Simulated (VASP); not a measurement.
# TaN (WC type) (P-6m2) in VASP: a series of runs

The runs below take TaN (WC type) through single point, relaxation of shape and atoms at fixed volume, with PBE.

Program: VASP 6.6.1. These are calculated values, not measurements. Logs are shortened: lines on timing, memory, paths and dates and some standing lists are left out, and cuts for length are marked.

### Step 1. The cell of the first run

Symmetry: P-6m2, No. 187, hexagonal system. The conventional cell has a = 2.886 Å, b = 2.886 Å, c = 2.846 Å, α = 90.00°, β = 90.00°, γ = 120.00°. Within 2.9 Å of Ta (site symmetry -6m2) lie 6 N at 2.19 Å and 8 Ta at 2.85 to 2.89 Å. Within 2.9 Å of N (site symmetry -6m2) lie 6 Ta at 2.19 Å and 8 N at 2.85 to 2.89 Å.

### Step 2. Single point, PBE (10.27 Å³/atom)

File INCAR:

```
PREC = Accurate ; ENCUT = 520
EDIFF = 1E-7 ; ISMEAR = -1
SIGMA = 0.05 ; LREAL = F
LASPH = T ; NELM = 60
ALGO = Normal ; ISIF = 2
LWAVE = F ; LCHARG = F
GGA = PE ; NBANDS = 15
```

File KPOINTS:

```
Automatic mesh
0
Gamma
  15 15 13
```

File POSCAR:

```
TaN
1.0
    2.8862690604      0.0000000001      0.0000000000
   -1.4431345302      2.4995823284      0.0000000000
    0.0000000000      0.0000000000      2.8457730759
Ta N
1 1
Direct
    0.0000000000      0.0000000000      0.0000000000
    0.3333333333      0.6666666667      0.5000000000
```

Potentials or basis: VASP PAW PBE potentials, release 64 (Ta_pv, N).

On the command line:

```bash
$ cat potpaw_PBE.64/Ta_pv/POTCAR potpaw_PBE.64/N/POTCAR > POTCAR
$ mpirun -np 1 vasp_std > vasp.out
```

OUTCAR:

```text
PREC = Accurate
   ENCUT = 520
   EDIFF = 1E-7
   ISMEAR = -1
   LREAL = F
   LASPH = T
   NELM = 60
   ISIF = 2
   GGA = PE

 ion  position               nearest neighbor table
   1  0.000  0.000  0.000-   2 2.19   2 2.19   2 2.19   2 2.19   2 2.19   2 2.19
   2  0.333  0.667  0.500-   1 2.19   1 2.19   1 2.19   1 2.19   1 2.19   1 2.19

  LATTYP: Found a hexagonal cell.
 ALAT       =     2.8862690604
 C/A-ratio  =     0.9859694354

  Lattice vectors:

 A1 = (   2.8862690604,   0.0000000001,   0.0000000000)
 A2 = (  -1.4431345302,   2.4995823284,   0.0000000000)
 A3 = (   0.0000000000,   0.0000000000,   2.8457730759)

Analysis of symmetry for initial positions (statically):
=====================================================================
 Subroutine PRICEL returns:
 Original cell was already a primitive cell.

 Routine SETGRP: Setting up the symmetry group for a
 hexagonal supercell.

 Subroutine GETGRP returns: Found 12 space group operations
 (whereof 12 operations were pure point group operations)
 out of a pool of 24 trial point group operations.

The static configuration has the point symmetry D_3h.

Analysis of symmetry for dynamics (positions and initial velocities):
=====================================================================
 Subroutine PRICEL returns:
 Original cell was already a primitive cell.

 Routine SETGRP: Setting up the symmetry group for a
 hexagonal supercell.

 Subroutine GETGRP returns: Found 12 space group operations
 (whereof 12 operations were pure point group operations)
 out of a pool of 24 trial point group operations.

The dynamic configuration has the point symmetry D_3h.

 Subroutine INISYM returns: Found 12 space group operations
 (whereof 12 operations are pure point group operations),
 and found     1 'primitive' translations

----------------------------------------------------------------------------------------

                                     Primitive cell

  volume of cell :      20.5307

  direct lattice vectors                    reciprocal lattice vectors
     2.886269060  0.000000000  0.000000000     0.346468045  0.200033419  0.000000000
    -1.443134530  2.499582328  0.000000000    -0.000000000  0.400066839  0.000000000
     0.000000000  0.000000000  2.845773076     0.000000000  0.000000000  0.351398363

  length of vectors
     2.886269060  2.886269060  2.845773076     0.400066839  0.400066839  0.351398363

  position of ions in fractional coordinates (direct lattice)
     0.000000000  0.000000000  0.000000000
     0.333333333  0.666666667  0.500000000

  ion indices of the primitive-cell ions
   primitive index   ion index
                 1           1
                 2           2

----------------------------------------------------------------------------------------

 KPOINTS: Automatic mesh

Automatic generation of k-mesh.
 Grid dimensions read from file:
 generate k-points for:   15   15   13

 Generating k-lattice:

  Cartesian coordinates                     Fractional coordinates (reciprocal lattice)
     0.023097870  0.013335561  0.000000000     0.066666667  0.000000000  0.000000000
    -0.000000000  0.026671123  0.000000000     0.000000000  0.066666667  0.000000000
     0.000000000  0.000000000  0.027030643     0.000000000  0.000000000  0.076923077

  Length of vectors
     0.026671123  0.026671123  0.027030643

  Shift w.r.t. Gamma in fractional coordinates (k-lattice)
     0.000000000  0.000000000  0.000000000

 Subroutine IBZKPT returns following result:
 ===========================================

 Found    189 irreducible k-points:

 Following reciprocal coordinates:
            Coordinates               Weight
  0.000000  0.000000  0.000000      1.000000
  0.066667 -0.000000  0.000000      6.000000
  0.133333 -0.000000  0.000000      6.000000
  0.200000 -0.000000  0.000000      6.000000
  0.266667 -0.000000  0.000000      6.000000
  0.333333 -0.000000  0.000000      6.000000
[... 16 lines left out ...]
  0.333333  0.200000  0.000000     12.000000
  0.400000  0.200000  0.000000      6.000000
 [... further k-points ...]
   k-points           NKPTS =    189   k-points in BZ     NKDIM =    189   number of bands    NBANDS=     15
   number of dos      NEDOS =    301   number of ions     NIONS =      2
   total plane-waves  NPLWV =  13824
   dimension x,y,z NGX =    24 NGY =   24 NGZ =   24
   dimension x,y,z NGXF=    48 NGYF=   48 NGZF=   48
   ions per type =               1   1
   NGX,Y,Z   is equivalent  to a cutoff of  13.82, 13.82, 14.02 a.u.
   NGXF,Y,Z  is equivalent  to a cutoff of  27.65, 27.65, 28.04 a.u.
 SYSTEM =  unknown system
   PREC   = accura    normal or accurate (medium, high low for compatibility)
   ISTART =      0    job   : 0-new  1-cont  2-samecut
   ICHARG =      2    charge: 1-file 2-atom 10-const
   ISPIN  =      1    spin polarized calculation?
   LNONCOLLINEAR =      F non collinear calculations
   LSORBIT =      F    spin-orbit coupling
   LASPH  =      T    aspherical Exc in radial PAW
   ENCUT  =  520.0 eV  38.22 Ry    6.18 a.u.   5.37  5.37  5.29*2*pi/ulx,y,z
   NELM   =     60;   NELMIN=  2; NELMDL= -5     # of ELM steps
   EDIFF  = 0.1E-06   stopping-criterion for ELM
   LREAL  =      F    real-space projection
   EDIFFG = 0.1E-05   stopping-criterion for IOM
   NSW    =      0    number of steps for IOM
   IBRION =     -1    ionic relax: 0-MD 1-quasi-New 2-CG
   NFREE  =      0    steps in history (QN), initial steepest desc. (CG)
   ISIF   =      2    stress and relaxation
   ISYM   =      2    0-nonsym 1-usesym 2-fastsym
   POTIM  = 0.5000    time-step for ionic-motion
   TEBEG  =    0.0;   TEEND  =   0.0 temperature during run
   PSTRESS=    0.0 pullay stress
   NELECT =      16.0000    total number of electrons
   NUPDOWN=      -1.0000    fix difference up-down
   EMIN   =  10.00;   EMAX   =-10.00  energy-range for DOS
   EFERMI =   0.00;   METHOD = LEGACY
   ISMEAR =    -1;   SIGMA  =   0.05  broadening in eV -4-tet -1-fermi 0-gaus
   EFERMI_NEDOS =   21; number of points for ismear=-14 and -15
   IALGO  =     38    algorithm
   IMIX   =      4    mixing-type and parameters
     AMIX     =   0.40;   BMIX     =  1.00
     AMIX_MAG =   1.60;   BMIX_MAG =  1.00
  volume/ion in A,a.u.               =      10.27        69.27
  Fermi-wavevector in a.u.,A,eV,Ry     =   1.506538  2.846943 30.880540  2.269656
  Thomas-Fermi vector in A             =   2.617242
   LORBIT       =      0    0 simple, 1 ext, 2 COOP (PROOUT), +10 PAW based schemes
   GGA     = PE    functional components
   LHFCALC =     F    Hartree Fock is set to
   AEXX    =    0.0000 exact exchange contribution
   IVDW    =     0    specifies the selected vdW correction
   LEPSILON=     F    determine dielectric tensor
   LRPA    =     F    only Hartree local field effects (RPA)
 non-spin polarized calculation
  energy-cutoff  :      520.00
  volume of cell :       20.53
 maximum number of plane-waves:       580
 NGX is ok and might be reduce to    24
   NGX = 11   NGY = 11   NGZ = 11

 number of electron      15.9999998 magnetization

 Free energy of the ion-electron system (eV)
  ---------------------------------------------------
  ext. energy  EPLUGINS =         0.00000000
  ---------------------------------------------------
  free energy    TOTEN  =       -22.34665417 eV

  energy without entropy =      -22.34619073  energy(sigma->0) =      -22.34642245

 E-fermi :   8.7743     XC(G=0): -13.6155

 val. band max:        8.6767213719   @ k =   0.0000   0.0000   0.4615
 cond. band min:       8.8029372815   @ k =   0.0000   0.0000   0.3846
 fundamental gap:      0.1262159096
 Fermi energy:         8.7743280309

 k-point     1 :       0.0000    0.0000    0.0000
  band No.  band energies     occupation
      1     -25.9502      2.00000
      2     -25.6406      2.00000
      3     -25.6406      2.00000
      4      -9.3797      2.00000
      5       4.0251      2.00000
      6       4.0251      2.00000
      7       4.3194      2.00000
      8       5.7559      2.00000
      9      11.3915      0.00000
     10      12.5563      0.00000
     11      12.5563      0.00000
     12      13.0505      0.00000
     13      13.0505      0.00000
     14      22.1715      0.00000
     15      22.4287      0.00000

 k-point     2 :       0.0667   -0.0000    0.0000
  band No.  band energies     occupation
      1     -25.9427      2.00000
      2     -25.6995      2.00000
      3     -25.6529      2.00000
      4      -9.2779      2.00000
      5       3.7235      2.00000
      6       4.1018      2.00000
      7       4.4735      2.00000
      8       5.6097      2.00000
      9      11.7525      0.00000
     10      12.3397      0.00000
     11      12.5711      0.00000
     12      12.9975      0.00000
     13      13.1832      0.00000
     14      22.1684      0.00000
     15      22.4168      0.00000

 k-point     3 :       0.1333   -0.0000    0.0000
  band No.  band energies     occupation
      1     -25.9215      2.00000
      2     -25.8629      2.00000
      3     -25.6875      2.00000
      4      -8.9891      2.00000
      5       3.0535      2.00000
      6       4.3151      2.00000
      7       4.8218      2.00000
      8       5.2275      2.00000
      9      11.7928      0.00000
     10      12.6363      0.00000
     11      12.6744      0.00000
     12      12.8513      0.00000
     13      13.5066      0.00000
     14      22.1565      0.00000
     15      22.3897      0.00000
[... 343 lines left out ...]
 k-point    23 :       0.3333    0.2000    0.0000
  band No.  band energies     occupation
      1     -26.7131      2.00000
      2     -26.1680      2.00000
      3     -25.7669      2.00000
      4      -6.7256      2.00000
      5       0.6747      2.00000
      6       3.3756      2.00000
      7       3.6648      2.00000
      8       7.4184      2.00000
      9      10.4414      0.00000
     10      10.8055      0.00000
     11      13.1481      0.00000
     12      16.1146      0.00000
     13      19.5063      0.00000
     14      22.1776      0.00000
     15      22.4416      0.00000

 k-point    24 :       0.4000    0.2000    0.0000
  band No.  band energies     occupation
      1     -26.7359      2.00000
      2     -26.1961      2.00000
      3     -25.7607      2.00000
      4      -6.6225      2.00000
      5       0.6371      2.00000
      6       3.3240      2.00000
      7       3.5369      2.00000
      8       7.4866      2.00000
      9      10.3314      0.00000
     10      11.4849      0.00000
     11      12.4316      0.00000
     12      16.2065      0.00000
     13      20.5465      0.00000
     14      21.6114      0.00000
     15      22.3428      0.00000

 [... further k-points ...]

------------------------ aborting loop because EDIFF is reached ----------------------------------------

  FORCE on cell =-STRESS in cart. coord.  units (eV):
  Direction    XX          YY          ZZ          XY          YZ          ZX
  --------------------------------------------------------------------------------------
  -------------------------------------------------------------------------------------
  Total        3.1636293      3.1636293      3.1915785      0.0000000     -0.0000000      0.0000000
  in kB      246.8832626    246.8832626    249.0643571      0.0000000     -0.0000000      0.0000000
  external PRESSURE =     247.6102941 kB  Pullay stress =       0.0000000 kB

 VOLUME and BASIS-vectors are now :
 -----------------------------------------------------------------------------
  energy-cutoff  :      520.00
  volume of cell :       20.53
      direct lattice vectors                 reciprocal lattice vectors
     2.886269060  0.000000000  0.000000000     0.346468045  0.200033419  0.000000000
    -1.443134530  2.499582328  0.000000000    -0.000000000  0.400066839  0.000000000
     0.000000000  0.000000000  2.845773076     0.000000000  0.000000000  0.351398363

 POSITION                                       TOTAL-FORCE (eV/Angst)
 -----------------------------------------------------------------------------------
      0.00000      0.00000      0.00000         0.000000      0.000000      0.000000
     -0.00000      1.66639      1.42289        -0.000000     -0.000000      0.000000
 -----------------------------------------------------------------------------------
    total drift:                                0.000000     -0.000000     -0.000000

  FREE ENERGIE OF THE ION-ELECTRON SYSTEM (eV)
  ---------------------------------------------------
  free  energy   TOTEN  =       -22.3466541660 eV

  energy  without entropy=      -22.3461907274  energy(sigma->0) =      -22.34642245
```

Wall time 36 s (1 thread of Intel Xeon 8259CL, shared host); peak memory 0.19 GiB.

Results:

| Property | Result |
| --- | --- |
| Free energy | -22.3467 eV |
| Pressure | 24.8 GPa |
| Band gap on the k mesh | zero (bands 8 and 9 overlap by 0.48 eV) |

Levels at points of the mesh, in eV from the Fermi level:
| k point | band 5 | band 6 | band 7 | band 8 | band 9 | band 10 | band 11 | band 12 |
| --- | --- | --- | --- | --- | --- | --- | --- | --- |
| (0.00, 0.00, 0.00) | -4.75 | -4.75 | -4.45 | -3.02 | 2.62 | 3.78 | 3.78 | 4.28 |

Caveat: the cell stands under pressure; spin-orbit coupling is left out, which moves the levels of the heavy elements.

(Part 1 of 2 ends here.)
